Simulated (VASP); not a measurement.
# TaN in VASP: further runs

Runs on TaN. Level: PBEsol. Tasks: electric field gradients.

Everything below comes from runs of VASP 6.6.1. Logs are shortened: lines on timing, memory, paths and dates and some standing lists are left out, and cuts for length are marked.

### Step 1. The cell of the first run

The structure is cubic, space group Fm-3m (No. 225). The conventional cell has a = 4.343 Å, b = 4.343 Å, c = 4.343 Å, α = 90.00°, β = 90.00°, γ = 90.00°. Within 2.9 Å of Ta (site symmetry m-3m) lie 6 N at 2.17 Å. Within 2.9 Å of N (site symmetry m-3m) lie 6 Ta at 2.17 Å.

### Step 2. Electric field gradients, PBEsol (10.24 Å³/atom)

The input, INCAR:

```
SYSTEM = TaN
PREC = Accurate
ENCUT = 520
EDIFF = 1E-8
ISMEAR = -1
SIGMA = 0.02
LREAL = .FALSE.
LASPH = .TRUE.
NELM = 120
ALGO = Normal
ISIF = 2
LWAVE = .FALSE.
LCHARG = .FALSE.
GGA = PS
LEFG = .TRUE.
NBANDS = 16
GGA_COMPAT = .FALSE.
```

The input, KPOINTS:

```
regular mesh
0
G
  9 9 9
  0 0 0
```

The input, POSCAR:

```
TaN
1.0
    0.0000000000      2.1717123202      2.1717123202
    2.1717123202      0.0000000000      2.1717123202
    2.1717123202      2.1717123202      0.0000000000
Ta N
1 1
Direct
    0.5000000000      0.5000000000      0.5000000000
    0.0000000000      0.0000000000      0.0000000000
```

Potentials or basis: VASP PAW PBE potentials, release 64 (Ta_sv_GW, N).

The run is started by

```bash
$ cat potpaw_PBE.64/Ta_sv_GW/POTCAR potpaw_PBE.64/N/POTCAR > POTCAR
$ mpirun -np 1 vasp_std > vasp.out
```

OUTCAR:

```text
SYSTEM = TaN
   PREC = Accurate
   ENCUT = 520
   EDIFF = 1E-8
   ISMEAR = -1
   LREAL = .FALSE.
   LASPH = .TRUE.
   NELM = 120
   ISIF = 2
   GGA = PS

 ion  position               nearest neighbor table
   1  0.500  0.500  0.500-   2 2.17   2 2.17   2 2.17   2 2.17   2 2.17   2 2.17
   2  0.000  0.000  0.000-   1 2.17   1 2.17   1 2.17   1 2.17   1 2.17   1 2.17

  LATTYP: Found a face centered cubic cell.
 ALAT       =     4.3434246404

  Lattice vectors:

 A1 = (   0.0000000000,   2.1717123202,   2.1717123202)
 A2 = (   2.1717123202,   0.0000000000,   2.1717123202)
 A3 = (   2.1717123202,   2.1717123202,   0.0000000000)

Analysis of symmetry for initial positions (statically):
=====================================================================
 Subroutine PRICEL returns:
 Original cell was already a primitive cell.

 Routine SETGRP: Setting up the symmetry group for a
 face centered cubic supercell.

 Subroutine GETGRP returns: Found 48 space group operations
 (whereof 48 operations were pure point group operations)
 out of a pool of 48 trial point group operations.

The static configuration has the point symmetry O_h .

Analysis of symmetry for dynamics (positions and initial velocities):
=====================================================================
 Subroutine PRICEL returns:
 Original cell was already a primitive cell.

 Routine SETGRP: Setting up the symmetry group for a
 face centered cubic supercell.

 Subroutine GETGRP returns: Found 48 space group operations
 (whereof 48 operations were pure point group operations)
 out of a pool of 48 trial point group operations.

The dynamic configuration has the point symmetry O_h .

 Subroutine INISYM returns: Found 48 space group operations
 (whereof 48 operations are pure point group operations),
 and found     1 'primitive' translations

----------------------------------------------------------------------------------------

                                     Primitive cell

  volume of cell :      20.4850

  direct lattice vectors                    reciprocal lattice vectors
     0.000000000  2.171712320  2.171712320    -0.230233072  0.230233072  0.230233072
     2.171712320  0.000000000  2.171712320     0.230233072 -0.230233072  0.230233072
     2.171712320  2.171712320  0.000000000     0.230233072  0.230233072 -0.230233072

  length of vectors
     3.071265017  3.071265017  3.071265017     0.398775379  0.398775379  0.398775379

  position of ions in fractional coordinates (direct lattice)
     0.500000000  0.500000000  0.500000000
     0.000000000  0.000000000  0.000000000

  ion indices of the primitive-cell ions
   primitive index   ion index
                 1           1
                 2           2

----------------------------------------------------------------------------------------

 KPOINTS: regular mesh

Automatic generation of k-mesh.
 Grid dimensions read from file:
 generate k-points for:    9    9    9

 Generating k-lattice:

  Cartesian coordinates                     Fractional coordinates (reciprocal lattice)
    -0.025581452  0.025581452  0.025581452     0.111111111  0.000000000  0.000000000
     0.025581452 -0.025581452  0.025581452     0.000000000  0.111111111  0.000000000
     0.025581452  0.025581452 -0.025581452     0.000000000  0.000000000  0.111111111

  Length of vectors
     0.044308375  0.044308375  0.044308375

  Shift w.r.t. Gamma in fractional coordinates (k-lattice)
     0.000000000  0.000000000  0.000000000

 Subroutine IBZKPT returns following result:
 ===========================================

 Found     35 irreducible k-points:

 Following reciprocal coordinates:
            Coordinates               Weight
  0.000000  0.000000  0.000000      1.000000
  0.111111  0.000000  0.000000      8.000000
  0.222222  0.000000  0.000000      8.000000
  0.333333  0.000000  0.000000      8.000000
  0.444444  0.000000  0.000000      8.000000
  0.111111  0.111111  0.000000      6.000000
[... 16 lines left out ...]
 -0.333333  0.333333  0.000000     12.000000
  0.444444  0.444444  0.000000      6.000000
 [... further k-points ...]
   k-points           NKPTS =     35   k-points in BZ     NKDIM =     35   number of bands    NBANDS=     16
   number of dos      NEDOS =    301   number of ions     NIONS =      2
   total plane-waves  NPLWV =  13824
   dimension x,y,z NGX =    24 NGY =   24 NGZ =   24
   dimension x,y,z NGXF=    48 NGYF=   48 NGZF=   48
   ions per type =               1   1
   NGX,Y,Z   is equivalent  to a cutoff of  12.99, 12.99, 12.99 a.u.
   NGXF,Y,Z  is equivalent  to a cutoff of  25.98, 25.98, 25.98 a.u.
 SYSTEM =  TaN
   PREC   = accura    normal or accurate (medium, high low for compatibility)
   ISTART =      0    job   : 0-new  1-cont  2-samecut
   ICHARG =      2    charge: 1-file 2-atom 10-const
   ISPIN  =      1    spin polarized calculation?
   LNONCOLLINEAR =      F non collinear calculations
   LSORBIT =      F    spin-orbit coupling
   LASPH  =      T    aspherical Exc in radial PAW
   ENCUT  =  520.0 eV  38.22 Ry    6.18 a.u.   5.71  5.71  5.71*2*pi/ulx,y,z
   NELM   =    120;   NELMIN=  2; NELMDL= -5     # of ELM steps
   EDIFF  = 0.1E-07   stopping-criterion for ELM
   LREAL  =      F    real-space projection
   EDIFFG = 0.1E-06   stopping-criterion for IOM
   NSW    =      0    number of steps for IOM
   IBRION =     -1    ionic relax: 0-MD 1-quasi-New 2-CG
   NFREE  =      0    steps in history (QN), initial steepest desc. (CG)
   ISIF   =      2    stress and relaxation
   ISYM   =      2    0-nonsym 1-usesym 2-fastsym
   POTIM  = 0.5000    time-step for ionic-motion
   TEBEG  =    0.0;   TEEND  =   0.0 temperature during run
   PSTRESS=    0.0 pullay stress
   NELECT =      18.0000    total number of electrons
   NUPDOWN=      -1.0000    fix difference up-down
   EMIN   =  10.00;   EMAX   =-10.00  energy-range for DOS
   EFERMI =   0.00;   METHOD = LEGACY
   ISMEAR =    -1;   SIGMA  =   0.02  broadening in eV -4-tet -1-fermi 0-gaus
   EFERMI_NEDOS =   21; number of points for ismear=-14 and -15
   IALGO  =     38    algorithm
   IMIX   =      4    mixing-type and parameters
     AMIX     =   0.40;   BMIX     =  1.00
     AMIX_MAG =   1.60;   BMIX_MAG =  1.00
  volume/ion in A,a.u.               =      10.24        69.12
  Fermi-wavevector in a.u.,A,eV,Ry     =   1.568026  2.963140 33.452737  2.458707
  Thomas-Fermi vector in A             =   2.670119
   LORBIT       =      0    0 simple, 1 ext, 2 COOP (PROOUT), +10 PAW based schemes
   GGA     = PS    functional components
   LHFCALC =     F    Hartree Fock is set to
   AEXX    =    0.0000 exact exchange contribution
   IVDW    =     0    specifies the selected vdW correction
   LEPSILON=     F    determine dielectric tensor
   LRPA    =     F    only Hartree local field effects (RPA)
 non-spin polarized calculation
  energy-cutoff  :      520.00
  volume of cell :       20.49
 maximum number of plane-waves:       560
   NGX = 11   NGY = 11   NGZ = 11

 number of electron      18.0000001 magnetization

 Free energy of the ion-electron system (eV)
  ---------------------------------------------------
  ext. energy  EPLUGINS =         0.00000000
  ---------------------------------------------------
  free energy    TOTEN  =       -25.74506511 eV

  energy without entropy =      -25.74401633  energy(sigma->0) =      -25.74454072

 E-fermi :  14.1193     XC(G=0): -14.1790

 val. band max:       14.0057588457   @ k =  -0.4444   0.2222   0.1111
 cond. band min:      14.1479145879   @ k =  -0.2222   0.2222   0.0000
 fundamental gap:      0.1421557423
 Fermi energy:        14.1192658224

 k-point     1 :       0.0000    0.0000    0.0000
  band No.  band energies     occupation
      1     -55.2129      2.00000
      2     -21.3911      2.00000
      3     -21.3911      2.00000
      4     -21.3911      2.00000
      5      -4.8687      2.00000
      6      10.3263      2.00000
[... 8 lines left out ...]
     15      23.3651      0.00000
     16      39.1023      0.00000

 k-point     2 :       0.1111    0.0000    0.0000
  band No.  band energies     occupation
      1     -55.2050      2.00000
      2     -21.5167      2.00000
      3     -21.4021      2.00000
      4     -21.4021      2.00000
      5      -4.5499      2.00000
      6       8.9848      2.00000
[... 8 lines left out ...]
     15      24.2986      0.00000
     16      35.6757      0.00000
[... 387 lines left out ...]
      5      -2.5661      2.00000
      6       5.4793      2.00000
[... 8 lines left out ...]
     15      25.6979      0.00000
     16      25.7664      0.00000

 k-point    24 :       0.4444    0.4444    0.0000
  band No.  band energies     occupation
      1     -55.1257      2.00000
      2     -22.2086      2.00000
      3     -21.7087      2.00000
      4     -21.7087      2.00000
      5      -3.5537      2.00000
      6       7.2669      2.00000
[... 8 lines left out ...]
     15      23.6347      0.00000
     16      30.5666      0.00000

 [... further k-points ...]
[... 5 lines left out ...]
  --------------------------------------------------------------------------------------
  -------------------------------------------------------------------------------------
  Total        1.0298950      1.0298950      1.0298950      0.0000000     -0.0000000     -0.0000000
  in kB       80.5502021     80.5502021     80.5502021      0.0000000     -0.0000000     -0.0000000
  external PRESSURE =      80.5502021 kB  Pullay stress =       0.0000000 kB

 VOLUME and BASIS-vectors are now :
 -----------------------------------------------------------------------------
  energy-cutoff  :      520.00
  volume of cell :       20.49
      direct lattice vectors                 reciprocal lattice vectors
     0.000000000  2.171712320  2.171712320    -0.230233072  0.230233072  0.230233072
     2.171712320  0.000000000  2.171712320     0.230233072 -0.230233072  0.230233072
     2.171712320  2.171712320  0.000000000     0.230233072  0.230233072 -0.230233072

 POSITION                                       TOTAL-FORCE (eV/Angst)
 -----------------------------------------------------------------------------------
      2.17171      2.17171      2.17171         0.000000      0.000000      0.000000
      0.00000      0.00000      0.00000         0.000000      0.000000      0.000000
 -----------------------------------------------------------------------------------
    total drift:                                0.000000     -0.000000      0.000000

  FREE ENERGIE OF THE ION-ELECTRON SYSTEM (eV)
  ---------------------------------------------------
  free  energy   TOTEN  =       -25.7450651051 eV

  energy  without entropy=      -25.7440163265  energy(sigma->0) =      -25.74454072

 Electric field gradients (V/A^2)
---------------------------------------------------------------------
 ion       V_xx      V_yy      V_zz      V_xy      V_xz      V_yz
---------------------------------------------------------------------
   1      -0.000    -0.000    -0.000     0.000     0.000     0.000
   2      -0.000     0.000     0.000    -0.000    -0.000    -0.000
---------------------------------------------------------------------

 Electric field gradients after diagonalization (V/A^2)
 (convention: |V_zz| > |V_xx| > |V_yy|)
----------------------------------------------------------------------
 ion       V_xx      V_yy      V_zz     asymmetry (V_yy - V_xx)/ V_zz
----------------------------------------------------------------------
   1      -0.000    -0.000     0.000       0.000
   2       0.000     0.000    -0.001       0.000
----------------------------------------------------------------------

           NMR quadrupolar parameters

 Cq : quadrupolar parameter    Cq=e*Q*V_zz/h
 eta: asymmetry parameters     (V_yy - V_xx)/ V_zz
 Q  : nuclear electric quadrupole moment in mb (millibarn)
----------------------------------------------------------------------
 ion       Cq(MHz)       eta       Q (mb)
----------------------------------------------------------------------
   1       0.000       0.000       1.000
   2      -0.000       0.000       1.000
----------------------------------------------------------------------
```

Wall time 7.2 s (1 thread of Intel Xeon 6975P-C (Granite Rapids), shared host); peak memory 0.14 GiB.

Results:

```
Free energy                             : -25.7451 eV
Pressure                                : 8.1 GPa
Band gap on the k mesh                  : zero (bands 9 and 10 overlap by 3.87 eV)
Largest electric field gradient by atom : under 0.05 V/Å² on every atom
```

Caveat: the cell stands under pressure; the PAW data sets were made with another functional, which shifts forces and pressure a little; spin-orbit coupling is left out, which moves the levels of the heavy elements.

### Step 3. Electric field gradients, PBEsol (zz strain of +2 %)

The input, INCAR:

```
  ALGO = Normal
  EDIFF = 1E-8
  ENCUT = 520
  GGA = PS
  GGA_COMPAT = False
  ISIF = 2
  ISMEAR = -1
  LASPH = True
  LCHARG = False
  LEFG = True
  LREAL = False
  LWAVE = False
  NBANDS = 16
  NELM = 120
  PREC = Accurate
  SIGMA = 0.02
```

The input, KPOINTS:

```
k-points
0
Gamma
  9 9 9
```

The input, POSCAR:

```
TaN
1.0
    0.0000000000      2.1790000000      2.2225800000
    2.1790000000      0.0000000000      2.2225800000
    2.1790000000      2.1790000000      0.0000000000
Ta N
1 1
Direct
    0.5000000000      0.5000000000      0.5000000000
    0.0000000000      0.0000000000      0.0000000000
```

Potentials or basis: VASP PAW PBE potentials, release 64 (Ta_sv_GW, N).

The run is started by

```bash
$ cat potpaw_PBE.64/Ta_sv_GW/POTCAR potpaw_PBE.64/N/POTCAR > POTCAR
$ mpirun -np 1 vasp_std > vasp.out
```

OUTCAR:

```text
EDIFF = 1E-8
   ENCUT = 520
   GGA = PS
   ISIF = 2
   ISMEAR = -1
   LASPH = True
   LREAL = False
   NELM = 120
   PREC = Accurate

 ion  position               nearest neighbor table
   1  0.500  0.500  0.500-   2 2.18   2 2.18   2 2.18   2 2.18   2 2.22   2 2.22
   2  0.000  0.000  0.000-   1 2.18   1 2.18   1 2.18   1 2.18   1 2.22   1 2.22

  LATTYP: Found a body centered tetragonal cell.
 ALAT       =     3.0815713524
 C/A-ratio  =     1.4424978336

  Lattice vectors:

 A1 = (  -2.1790000000,   0.0000000000,   2.2225800000)
 A2 = (   2.1790000000,   0.0000000000,   2.2225800000)
[... 668 lines left out ...]
  free  energy   TOTEN  =       -25.7444981217 eV

  energy  without entropy=      -25.7425843200  energy(sigma->0) =      -25.74354122

 Electric field gradients (V/A^2)
---------------------------------------------------------------------
 ion       V_xx      V_yy      V_zz      V_xy      V_xz      V_yz
---------------------------------------------------------------------
   1     -46.823   -46.823    93.646     0.000     0.000     0.000
   2      -3.293    -3.293     6.585     0.000     0.000     0.000
---------------------------------------------------------------------

 Electric field gradients after diagonalization (V/A^2)
 (convention: |V_zz| > |V_xx| > |V_yy|)
----------------------------------------------------------------------
 ion       V_xx      V_yy      V_zz     asymmetry (V_yy - V_xx)/ V_zz
----------------------------------------------------------------------
   1     -46.823   -46.822    93.646       0.000
   2      -3.293    -3.292     6.585       0.000
----------------------------------------------------------------------

           NMR quadrupolar parameters

 Cq : quadrupolar parameter    Cq=e*Q*V_zz/h
 eta: asymmetry parameters     (V_yy - V_xx)/ V_zz
 Q  : nuclear electric quadrupole moment in mb (millibarn)
----------------------------------------------------------------------
 ion       Cq(MHz)       eta       Q (mb)
----------------------------------------------------------------------
   1       0.226       0.000       1.000
   2       0.016       0.000       1.000
----------------------------------------------------------------------
```

It took 17 s on 1 thread of Intel Xeon 6975P-C (Granite Rapids), shared host; peak memory 0.16 GiB.

What came out:

* Free energy: -25.7445 eV
* Pressure: -2.7 GPa
* Band gap on the k mesh: zero (bands 9 and 10 overlap by 3.62 eV)
* Largest electric field gradient by atom: Ta +93.6; N +6.6 V/Å²

Levels at points of the mesh, in eV from the Fermi level:
| k point | band 6 | band 7 | band 8 | band 9 | band 10 | band 11 | band 12 | band 13 |
| --- | --- | --- | --- | --- | --- | --- | --- | --- |
| (0.00, 0.00, 0.00) | -3.76 | -3.68 | -3.68 | -2.19 | -1.94 | -1.94 | -0.07 | 0.29 |

Electric field gradients, principal values (V/Å²):
```csv
atom,least,middle,greatest (by size)
1 Ta,-46.822,-46.823,93.646
2 N,-3.292,-3.293,6.585
```

Caveat: the cell differs from its parent crystal (zz strain of +2 %); the stress differs along the axes, from -12 to 2 GPa; without QUAD_EFG the Cq values of the log hold for a quadrupole moment of 1 mb, not for the nuclei; the PAW data sets were made with another functional, which shifts forces and pressure a little; spin-orbit coupling is left out, which moves the levels of the heavy elements.

The gap in the log of VASP goes by the Fermi energy; the results here count the filled bands.